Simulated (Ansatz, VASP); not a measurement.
## One calculation of Mo, two programs

```xyz
1
Lattice="0.0000 2.0150 2.0150 2.0150 0.0000 2.0150 2.0150 2.0150 0.0000" Properties=species:S:1:pos:R:3 pbc="T T T"
Mo    0.0000    0.0000    0.0000
```

Alike in both runs: task electric field gradients; functional PBE; k mesh 8 × 8 × 8; occupations fermi-dirac, width 0.08 eV; no spin polarisation.

```csv
,VASP,Ansatz
version,VASP 6.6.1,Ansatz 0.2.0
potentials or method,"VASP PAW PBE potentials, release 64 (Mo_sv)","PAW with Ansatz's default frozen-core files, scalar-relativistic"
plane-wave cutoff (eV),520,420
valence electrons in the cell,14,14
```

|  | VASP | Ansatz | Ansatz less VASP |
| --- | --- | --- | --- |
| pressure (GPa) | -4.1 | -4.5 | -0.41 |
